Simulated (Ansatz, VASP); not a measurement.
Two plane-wave programs on TiO2

File INCAR:

```
SYSTEM = TiO2
PREC = Accurate
ENCUT = 520
EDIFF = 1E-6
ISMEAR = 0
SIGMA = 0.05
LREAL = .False.
LASPH = .True.
NELM = 150
ALGO = Normal
ISIF = 2
LWAVE = .False.
LCHARG = .False.
LMAXMIX = 4
LDAU = .True.
LDAUTYPE = 2
LDAUL = 2 -1
LDAUU = 4 0
LDAUJ = 0 0
LDAUPRINT = 1
GGA = PE
IVDW = 12
NBANDS = 19
```

Contents of KPOINTS:

```
Automatic mesh
0
Gamma
  9 9 9
  0 0 0
```

File POSCAR:

```
TiO2
1.0
    1.6093500000      0.9291586557      5.9525666667
   -1.6093500000      0.9291586557      5.9525666667
    0.0000000000     -1.8583173115      5.9525666667
Ti O
1 2
Direct
    0.0000000000      0.0000000000      0.0000000000
    0.6017580785      0.6017580785      0.6017580785
    0.3982419215      0.3982419215      0.3982419215
```

Input for Ansatz:

```yaml
crystal:
  lattice:
    - [1.60935, 0.9291586557, 5.9525666667]
    - [-1.60935, 0.9291586557, 5.9525666667]
    - [0.0, -1.8583173115, 5.9525666667]
  atoms:
    - { symbol: Ti, position: [0.0, 0.0, 0.0] }
    - { symbol: O, position: [0.6017580785, 0.6017580785, 0.6017580785] }
    - { symbol: O, position: [0.3982419215, 0.3982419215, 0.3982419215] }
basis:
  ecutwfc: 520.0
kpoints:
  mp_grid: { grid: [9, 9, 9] }
hamiltonian:
  xc: pbe
  pseudopotentials: { kind: paw, azcp: { folder: soft_1 } }
  dispersion: d3bj
  hubbard: { sites: [{ species: Ti, l: d, u_eff: 4.0 }] }
scf:
  occupations: { method: gaussian, width: 0.05 }
output:
  forces: true
  stress: true
  eigenvalues: true
```

Alike in both runs: task single point; functional PBE; dispersion D3(BJ); k mesh 9 × 9 × 9; occupations gaussian, width 0.05 eV; no spin polarisation; Hubbard terms Ti d U = 4.0 eV.

|  | VASP | Ansatz |
| --- | --- | --- |
| version | VASP 6.6.1 | Ansatz 0.2.0 |
| potentials or method | VASP PAW PBE potentials, release 64 (Ti_sv, O), cutoff 520 eV | scalar-relativistic, plane waves, PAW |
| valence electrons in the cell | 24 | 24 |

```csv
,VASP,Ansatz,Ansatz less VASP
gap on the k mesh at the Fermi level (eV),2.27,2.26,-0.008
least direct gap on the mesh (eV),2.47,2.44,-0.031
pressure (GPa),-25.4,-26.1,-0.66
"traceless stress, the component that is largest in VASP (GPa)",0.26,-0.29,-0.553
rms of the force components (eV/Å),1.634,1.723,+0.0893
```

The programs project onto different local orbitals, so the same U acts differently, and such runs can settle in different states. Atom by atom the forces differ by 0.089 eV/Å (rms over components).
